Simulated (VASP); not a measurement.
# Co in VASP: further runs, part 2 of 2

VASP 6.6.1. The steps go on from the part before.

### Step 3. Single point, PBE, collinear spin, ferromagnetic start

INCAR

```
  PREC = Accurate
  ENCUT = 520
  EDIFF = 1E-6
  ISMEAR = 0
  SIGMA = 0.05
  LREAL = F
  LASPH = T
  NELM = 150
  ALGO = Fast
  ISIF = 2
  LWAVE = F
  LCHARG = T
  ISPIN = 2
  MAGMOM = 2 2
  LORBIT = 11
  LMAXMIX = 4
  GGA = PE
  LELF = T
  LVHAR = T
  NBANDS = 20
```

KPOINTS

```
regular mesh
0
Gamma
  9 9 5
```

POSCAR

```
Co
1.0
    2.4719999032      0.0000000000      0.0000000000
   -1.2359999516      2.1408147143      0.0000000000
    0.0000000000      0.0000000000      4.0211440800
Co
2
Direct
    0.6648460000      0.3127030000      0.7427330000
    0.3433360000      0.6528870000      0.2401120000
```

Potentials or basis: VASP PAW PBE potentials, release 64 (Co).

On the command line:

```console
$ cat potpaw_PBE.64/Co/POTCAR > POTCAR
$ mpirun -np 1 vasp_std > vasp.out
```

OUTCAR:

```text
PREC = Accurate
   ENCUT = 520
   EDIFF = 1E-6
   ISMEAR = 0
   LREAL = F
   LASPH = T
   NELM = 150
   ISIF = 2
   ISPIN = 2
   LORBIT = 11
   GGA = PE

 ion  position               nearest neighbor table
   1  0.665  0.313  0.743-   2 2.45   2 2.45   2 2.47   2 2.47   2 2.47   2 2.49
   2  0.343  0.653  0.240-   1 2.45   1 2.45   1 2.47   1 2.47   1 2.47   1 2.49

  LATTYP: Found a hexagonal cell.
 ALAT       =     2.4719999032
 C/A-ratio  =     1.6266764715

  Lattice vectors:

 A1 = (   2.4719999032,   0.0000000000,   0.0000000000)
 A2 = (  -1.2359999516,   2.1408147143,   0.0000000000)
 A3 = (   0.0000000000,   0.0000000000,   4.0211440800)

Analysis of symmetry for initial positions (statically):
=====================================================================
 Subroutine PRICEL returns:
 Original cell was already a primitive cell.

 Routine SETGRP: Setting up the symmetry group for a
 hexagonal supercell.

 Subroutine GETGRP returns: Found  2 space group operations
 (whereof  1 operations were pure point group operations)
 out of a pool of 24 trial point group operations.

The static configuration has the point symmetry C_1 .
 The point group associated with its full space group is S_2 .

Analysis of symmetry for dynamics (positions and initial velocities):
=====================================================================
 Subroutine PRICEL returns:
 Original cell was already a primitive cell.

 Routine SETGRP: Setting up the symmetry group for a
 hexagonal supercell.

 Subroutine GETGRP returns: Found  2 space group operations
 (whereof  1 operations were pure point group operations)
 out of a pool of 24 trial point group operations.

The dynamic configuration has the point symmetry C_1 .
 The point group associated with its full space group is S_2 .

Analysis of structural, dynamic, and magnetic symmetry:
=====================================================================
 Subroutine PRICEL returns:
 Original cell was already a primitive cell.

 Routine SETGRP: Setting up the symmetry group for a
 hexagonal supercell.

 Subroutine GETGRP returns: Found  2 space group operations
 (whereof  1 operations were pure point group operations)
 out of a pool of 24 trial point group operations.

The overall configuration has the point symmetry C_1 .
 The point group associated with its full space group is S_2 .

 Subroutine INISYM returns: Found  2 space group operations
 (whereof  1 operations are pure point group operations),
 and found     1 'primitive' translations

----------------------------------------------------------------------------------------

                                     Primitive cell

  volume of cell :      21.2803

  direct lattice vectors                    reciprocal lattice vectors
     2.471999903  0.000000000  0.000000000     0.404530760  0.233555943  0.000000000
    -1.235999952  2.140814714  0.000000000     0.000000000  0.467111887  0.000000000
     0.000000000  0.000000000  4.021144080     0.000000000  0.000000000  0.248685444

  length of vectors
     2.471999903  2.471999903  4.021144080     0.467111887  0.467111887  0.248685444

[... 66 lines left out ...]
   dimension x,y,z NGXF=    36 NGYF=   36 NGZF=   60
   ions per type =               2
   NGX,Y,Z   is equivalent  to a cutoff of  12.11, 12.11, 12.40 a.u.
   NGXF,Y,Z  is equivalent  to a cutoff of  24.21, 24.21, 24.81 a.u.
 SYSTEM =  unknown system
   PREC   = accura    normal or accurate (medium, high low for compatibility)
   ISTART =      0    job   : 0-new  1-cont  2-samecut
   ICHARG =      2    charge: 1-file 2-atom 10-const
   ISPIN  =      2    spin polarized calculation?
   LNONCOLLINEAR =      F non collinear calculations
   LSORBIT =      F    spin-orbit coupling
   LASPH  =      T    aspherical Exc in radial PAW
   ENCUT  =  520.0 eV  38.22 Ry    6.18 a.u.   4.60  4.60  7.48*2*pi/ulx,y,z
   NELM   =    150;   NELMIN=  2; NELMDL= -5     # of ELM steps
   EDIFF  = 0.1E-05   stopping-criterion for ELM
   LREAL  =      F    real-space projection
   EDIFFG = 0.1E-04   stopping-criterion for IOM
   NSW    =      0    number of steps for IOM
   IBRION =     -1    ionic relax: 0-MD 1-quasi-New 2-CG
   NFREE  =      0    steps in history (QN), initial steepest desc. (CG)
   ISIF   =      2    stress and relaxation
   ISYM   =      2    0-nonsym 1-usesym 2-fastsym
   POTIM  = 0.5000    time-step for ionic-motion
   TEBEG  =    0.0;   TEEND  =   0.0 temperature during run
   PSTRESS=    0.0 pullay stress
   NELECT =      18.0000    total number of electrons
   NUPDOWN=      -1.0000    fix difference up-down
   EMIN   =  10.00;   EMAX   =-10.00  energy-range for DOS
   EFERMI =   0.00;   METHOD = LEGACY
   ISMEAR =     0;   SIGMA  =   0.05  broadening in eV -4-tet -1-fermi 0-gaus
   EFERMI_NEDOS =   21; number of points for ismear=-14 and -15
   IALGO  =     68    algorithm
   IMIX   =      4    mixing-type and parameters
     AMIX     =   0.40;   BMIX     =  1.00
     AMIX_MAG =   1.60;   BMIX_MAG =  1.00
  volume/ion in A,a.u.               =      10.64        71.80
  Fermi-wavevector in a.u.,A,eV,Ry     =   1.548246  2.925761 32.614055  2.397065
  Thomas-Fermi vector in A             =   2.653224
   LORBIT       =     11    0 simple, 1 ext, 2 COOP (PROOUT), +10 PAW based schemes
   GGA     = PE    functional components
   LHFCALC =     F    Hartree Fock is set to
   AEXX    =    0.0000 exact exchange contribution
   IVDW    =     0    specifies the selected vdW correction
   LEPSILON=     F    determine dielectric tensor
   LRPA    =     F    only Hartree local field effects (RPA)
 spin polarized calculation
 RMM-DIIS sequential band-by-band and
 Gauss-broadening in eV      SIGMA  =   0.05
  energy-cutoff  :      520.00
  volume of cell :       21.28
 maximum number of plane-waves:       585
   NGX =  9   NGY =  9   NGZ = 15

 number of electron      18.0000006 magnetization       3.0595622

 Free energy of the ion-electron system (eV)
  ---------------------------------------------------
  ext. energy  EPLUGINS =         0.00000000
  ---------------------------------------------------
  free energy    TOTEN  =       -14.06561115 eV

  energy without entropy =      -14.06264652  energy(sigma->0) =      -14.06412883

 E-fermi :  10.5557     XC(G=0): -13.5184

 val. band max:       10.5504726673   @ k =   0.1111  -0.3333   0.2000
 cond. band min:      10.5607331750   @ k =   0.2222  -0.1111   0.2000
 fundamental gap:      0.0102605077
 Fermi energy:        10.5557176617

 spin component 1

 k-point     1 :       0.0000    0.0000    0.0000
  band No.  band energies     occupation
      1       1.5243      1.00000
      2       5.3378      1.00000
      3       7.9017      1.00000
      4       7.9512      1.00000
      5       7.9660      1.00000
      6       8.2615      1.00000
[... 541 lines left out ...]
     19      33.7963      0.00000
     20      36.0758      0.00000

 [... further k-points ...]

 spin component 2

 k-point     1 :       0.0000    0.0000    0.0000
  band No.  band energies     occupation
      1       1.4975      1.00000
      2       6.2146      1.00000
      3       9.4443      1.00000
      4       9.4988      1.00000
      5       9.5267      1.00000
      6       9.8722      1.00000
[... 541 lines left out ...]
     19      34.0835      0.00000
     20      36.3921      0.00000

 [... further k-points ...]
[... 5 lines left out ...]
  --------------------------------------------------------------------------------------
  -------------------------------------------------------------------------------------
  Total        0.3715186      0.4732414      0.2619489     -0.0720668     -0.0025042     -0.0036013
  in kB       27.9713835     35.6300269     19.7219583     -5.4258606     -0.1885424     -0.2711403
  external PRESSURE =      27.7744562 kB  Pullay stress =       0.0000000 kB

 VOLUME and BASIS-vectors are now :
 -----------------------------------------------------------------------------
  energy-cutoff  :      520.00
  volume of cell :       21.28
      direct lattice vectors                 reciprocal lattice vectors
     2.471999903  0.000000000  0.000000000     0.404530760  0.233555943  0.000000000
    -1.235999952  2.140814714  0.000000000     0.000000000  0.467111887  0.000000000
     0.000000000  0.000000000  4.021144080     0.000000000  0.000000000  0.248685444

 POSITION                                       TOTAL-FORCE (eV/Angst)
 -----------------------------------------------------------------------------------
      1.25700      0.66944      2.98664         0.030154      0.022033     -0.068048
      0.04176      1.39771      0.96552        -0.030154     -0.022033      0.068048
 -----------------------------------------------------------------------------------
    total drift:                                0.000013     -0.000032     -0.000004

  FREE ENERGIE OF THE ION-ELECTRON SYSTEM (eV)
  ---------------------------------------------------
  free  energy   TOTEN  =       -14.0656111485 eV

  energy  without entropy=      -14.0626465163  energy(sigma->0) =      -14.06412883

 total charge

# of ion       s       p       d       tot
------------------------------------------
    1        0.495   0.537   7.281   8.313
    2        0.495   0.537   7.281   8.313
--------------------------------------------------
tot          0.989   1.073  14.563  16.625

 magnetization (x)

# of ion       s       p       d       tot
------------------------------------------
    1       -0.017  -0.060   1.626   1.549
    2       -0.017  -0.060   1.626   1.549
--------------------------------------------------
tot         -0.034  -0.120   3.252   3.098
```

OSZICAR:

```text
N       E                     dE             d eps       ncg     rms          rms(c)
DAV:   1     0.859121088922E+02    0.85912E+02   -0.82205E+03 17204   0.124E+03
DAV:   2    -0.114870810478E+02   -0.97399E+02   -0.87586E+02 16472   0.218E+02
DAV:   3    -0.160461986435E+02   -0.45591E+01   -0.43795E+01 18180   0.569E+01
DAV:   4    -0.161146123834E+02   -0.68414E-01   -0.68363E-01 19972   0.616E+00
DAV:   5    -0.161165845063E+02   -0.19721E-02   -0.19720E-02 18900   0.100E+00    0.152E+01
RMM:   6    -0.144578667072E+02    0.16587E+01   -0.68167E+00 19387   0.279E+01    0.704E+00
RMM:   7    -0.141157780172E+02    0.34209E+00   -0.73818E-01 19240   0.974E+00    0.420E+00
RMM:   8    -0.140798312736E+02    0.35947E-01   -0.21906E-02 22054   0.990E-01    0.168E+00
RMM:   9    -0.140665358905E+02    0.13295E-01   -0.75723E-03 23455   0.466E-01    0.378E-01
RMM:  10    -0.140655688174E+02    0.96707E-03   -0.12994E-03 21291   0.342E-01    0.912E-02
RMM:  11    -0.140656031295E+02   -0.34312E-04   -0.55187E-04 25583   0.122E-01    0.582E-02
RMM:  12    -0.140656133619E+02   -0.10232E-04   -0.59134E-05 24800   0.467E-02    0.313E-02
RMM:  13    -0.140656111792E+02    0.21827E-05   -0.12310E-05 23696   0.278E-02    0.986E-03
RMM:  14    -0.140656111485E+02    0.30757E-07   -0.37582E-06 18983   0.121E-02
   1 F= -.14065611E+02 E0= -.14064129E+02  d E =-.296463E-02  mag=     3.0596
```

stdout:

```text
POSCAR found type information on POSCAR Co
 POSCAR found :  1 types and       2 ions
 scaLAPACK will be used
 LDA part: xc-table for (Slater+PW92), standard interpolation
 POSCAR, INCAR and KPOINTS ok, starting setup
 FFT: planning ... GRIDC
 FFT: planning ... GRID_SOFT
 FFT: planning ... GRID
 WAVECAR not read
 entering main loop
WARNING in EDDRMM: call to ZHEGV failed, returncode =   8  4     20
WARNING in EDDRMM: call to ZHEGV failed, returncode =   8  4     19
```

Wall time 4.3 min (1 thread of Intel Xeon 8259CL, shared host); peak memory 0.23 GiB.

What came out:

```
Free energy                                           : -14.0656 eV
Pressure                                              : 2.8 GPa
Largest force                                         : 0.078 eV/Å
Net moment                                            : 3.06 μB per cell
Site moments                                          : Co +1.55 μB
Valence electrons inside the program's atomic spheres : Co 8.31
```

Forces in eV/Å, atoms in the order of the input:
```
Co   0.030  0.022 -0.068
Co  -0.030 -0.022  0.068
```

### Step 4. Single point, r2SCAN, collinear spin, ferromagnetic start

POSCAR is that of step 3.

INCAR.step1

```
PREC = Accurate
ENCUT = 520
ISMEAR = -1
SIGMA = 0.05
LREAL = F
LASPH = T
NELM = 150
ISPIN = 2
MAGMOM = 2 2
LMAXMIX = 4
NBANDS = 20
GGA = PE
ALGO = Normal
EDIFF = 1E-4
LWAVE = T
LCHARG = F
```

INCAR.step2

```
PREC = Accurate
ENCUT = 520
EDIFF = 1E-6
ISMEAR = -1
SIGMA = 0.05
LREAL = F
LASPH = T
NELM = 150
ALGO = Normal
ISIF = 2
LWAVE = F
LCHARG = F
ISPIN = 2
MAGMOM = 2 2
LORBIT = 11
LMAXMIX = 4
METAGGA = R2SCAN
LMIXTAU = T
NBANDS = 20
ISTART = 1
```

KPOINTS is that of step 3.

On the command line:

```console
$ cat potpaw_PBE.64/Co/POTCAR > POTCAR
$ cp INCAR.step1 INCAR
$ mpirun -np 1 vasp_std > vasp.out
$ cp INCAR.step2 INCAR
$ mpirun -np 1 vasp_std > vasp.out
```

Wall time 15 min (1 thread of Intel Xeon 8259CL, shared host); peak memory 0.23 GiB.

It converged, with:

```
Free energy                                           : -26.4047 eV
Pressure                                              : -0.2 GPa
Largest force                                         : 0.069 eV/Å
Net moment                                            : 3.50 μB per cell
Site moments                                          : Co +1.81 μB
Valence electrons inside the program's atomic spheres : Co 8.34
```

Forces in eV/Å, atoms in the order of the input:
```
Co   0.043  0.030  0.045
Co  -0.043 -0.030 -0.045
```

Stress tensor (GPa, compression positive):
```
 0.18 -0.34 -0.08
-0.34  0.65 -0.06
-0.08 -0.06 -1.36
```

Levels at points of the mesh, in eV from the Fermi level:
Spin up:
```csv
k point,band 9,band 10,band 11,band 12,band 13,band 14
"(0.00, 0.00, 0.00)",-2.72,-1.69,-1.60,-0.36,6.22,22.88
```
Spin down:
```
           k point  band 5  band 6  band 7  band 8  band 9  band 10
(0.00, 0.00, 0.00)   -0.92   -0.87   -0.56   -0.53   -0.08     0.05
```

Caveat: the PAW data sets were made with another functional, which shifts forces and pressure a little.

### Step 5. Single point, PBE, collinear spin, ferromagnetic start

This run uses another cell than the first one, of 11.07 Å³/atom, 1.040 times its volume.

INCAR

```
PREC = Accurate ; ENCUT = 520
EDIFF = 1E-6 ; ISMEAR = -1
SIGMA = 0.05 ; LREAL = F
LASPH = T ; NELM = 150
ALGO = Fast ; ISIF = 2
LWAVE = F ; LCHARG = T
ISPIN = 2 ; MAGMOM = 2 2
LORBIT = 11 ; LMAXMIX = 4
GGA = PE ; LELF = T
LVHAR = T ; NBANDS = 20
```

KPOINTS

```
Automatic mesh
0
Gamma
  10 10 6
```

POSCAR

```
Co
1.0
    2.5214399013      0.0000000000      0.0000000000
   -1.2607199506      2.1836310086      0.0000000000
    0.0000000000      0.0000000000      4.0211440800
Co
2
Direct
    0.6666666667      0.3333333333      0.7500000000
    0.3333333333      0.6666666667      0.2500000000
```

On the command line:

```console
$ cat potpaw_PBE.64/Co/POTCAR > POTCAR
$ mpirun -np 1 vasp_std > vasp.out
```

It used 58 s of CPU time on 1 thread of AMD EPYC 7R13 Processor (Zen 3), with other jobs on the host.

The run converged. Its results:

```yaml
Free_energy: -14.0742 eV
Pressure: -3.9 GPa
Net_moment: 3.31 μB per cell
Site_moments: Co +1.68 μB
Valence_electrons_inside_the_program's_atomic_spheres: Co 8.23
```

Stress tensor (GPa, compression positive):
```
-4.82  0.00  0.00
 0.00 -4.82  0.00
 0.00  0.00 -1.98
```

Levels at points of the mesh, in eV from the Fermi level:
Spin up:
```
           k point  band 8  band 9  band 10  band 11  band 12  band 13  band 14  band 15
(0.00, 0.00, 0.00)   -1.95   -1.95    -0.84    -0.84     0.13     6.40    21.65    23.89
(0.50, 0.00, 0.00)   -0.77   -0.61    -0.60     1.23     3.18     9.65    10.27    12.67
(0.00, 0.00, 0.50)   -2.64   -1.14    -1.14    -1.14    -1.14    15.18    15.18    22.38
(0.50, 0.00, 0.50)   -1.07   -0.67    -0.67     1.58     1.58     7.07     7.07    17.95
```
Spin down:
```tsv
k point	band 4	band 5	band 6	band 7	band 8	band 9	band 10	band 11
(0.00, 0.00, 0.00)	-0.87	-0.81	-0.49	-0.49	-0.17	-0.17	0.06	1.07
(0.50, 0.00, 0.00)	-1.82	-1.08	-0.91	-0.48	1.17	1.35	1.35	2.51
(0.00, 0.00, 0.50)	-1.38	-0.95	-0.95	-0.95	-0.95	0.75	0.75	0.75
(0.50, 0.00, 0.50)	-2.21	-0.03	-0.03	0.29	0.29	1.28	1.28	2.21
```

### Step 6. Single point, PBE, collinear spin, ferromagnetic start

This run uses another cell than the first one, of 9.81 Å³/atom, 0.922 times its volume.

INCAR

```
ALGO = Normal
EDIFF = 1E-6
ENCUT = 520
GGA = PE
ISIF = 2
ISMEAR = -1
ISPIN = 2
LASPH = True
LCHARG = False
LMAXMIX = 4
LORBIT = 11
LREAL = False
LWAVE = False
MAGMOM = 2 2
NBANDS = 20
NELM = 150
PREC = Accurate
SIGMA = 0.05
```

KPOINTS

```
k-points
0
Gamma
  11 11 6
```

POSCAR

```
Co
1.0
    2.3731199071      0.0000000000      0.0000000000
   -1.1865599535      2.0551821257      0.0000000000
    0.0000000000      0.0000000000      4.0211440800
Co
2
Direct
    0.6666666667      0.3333333333      0.7500000000
    0.3333333333      0.6666666667      0.2500000000
```

Potentials or basis: VASP PAW PBE potentials, release 64 (Co).

On the command line:

```console
$ cat potpaw_PBE.64/Co/POTCAR > POTCAR
$ mpirun -np 1 vasp_std > vasp.out
```

Wall time 84 s (1 thread of AMD EPYC 7R13 (Zen 3), shared host); peak memory 0.12 GiB.

It converged, with:

```yaml
Free_energy: -13.8960 eV
Pressure: 27.4 GPa
Net_moment: 3.10 μB per cell
Site_moments: Co +1.55 μB
Valence_electrons_inside_the_program's_atomic_spheres: Co 8.49
```

Stress tensor (GPa, compression positive):
```
34.42  0.00  0.00
 0.00 34.42  0.00
 0.00  0.00 13.43
```

Levels at points of the mesh, in eV from the Fermi level:
Spin up:
```tsv
k point	band 7	band 8	band 9	band 10	band 11	band 12	band 13	band 14	band 15	band 16
(0.00, 0.00, 0.00)	-2.41	-1.80	-1.80	-0.71	-0.71	-0.69	6.59	23.46	25.11	26.60
(0.00, 0.00, 0.50)	-2.75	-2.75	-1.06	-1.06	-1.06	-1.06	14.98	14.98	24.21	24.21
```
Spin down:
```csv
k point,band 3,band 4,band 5,band 6,band 7,band 8,band 9,band 10,band 11,band 12
"(0.00, 0.00, 0.00)",-1.52,-1.16,-1.16,-0.80,-0.80,-0.73,-0.05,-0.05,1.14,1.14
"(0.00, 0.00, 0.50)",-2.04,-2.04,-1.18,-1.18,-1.18,-1.18,0.76,0.76,0.76,0.76
```

### Step 7. Overview

```csv
level,cell,k mesh,smearing,gap on the mesh (eV),pressure (GPa),moment (μB),largest force (eV/Å)
PBE,"a = 2.472, b = 2.472, c = 4.021 Å, angles 90.0, 90.0, 120.0°, 2 atoms",10 × 10 × 6,methfessel-paxton 0.005 eV,none,4.5,3.28,-
PBE,"a = 2.472, b = 2.472, c = 4.021 Å, angles 90.0, 90.0, 120.0°, 2 atoms",9 × 9 × 5,gaussian 0.05 eV,none,2.8,3.06,0.08
r2SCAN,"a = 2.472, b = 2.472, c = 4.021 Å, angles 90.0, 90.0, 120.0°, 2 atoms",9 × 9 × 5,fermi-dirac 0.05 eV,none,-0.2,3.50,0.07
PBE,"a = 2.521, b = 2.521, c = 4.021 Å, angles 90.0, 90.0, 120.0°, 2 atoms",10 × 10 × 6,fermi-dirac 0.05 eV,none,-3.9,3.31,-
PBE,"a = 2.373, b = 2.373, c = 4.021 Å, angles 90.0, 90.0, 120.0°, 2 atoms",11 × 11 × 6,fermi-dirac 0.05 eV,none,27.4,3.10,-
```

Some of these runs hold the atoms at other places in the same cell, which the table doesn't show; runs alike in all that it shows share one row.

Alike in all rows: task single point; potentials or basis VASP PAW PBE potentials, release 64 (Co); spin collinear, ferromagnetic start; cutoff (eV) 520.

Every run on the cell as given and a fine mesh finds a metal. The pressure there spans -0.2 GPa (r2SCAN) to 4.5 GPa (PBE); a positive pressure means that this level wants a larger cell, a negative one a smaller.

Caveats: the PAW data sets were made with another functional, which shifts forces and pressure a little (some runs).

Absolute energies hang on the potentials; compare differences alone.
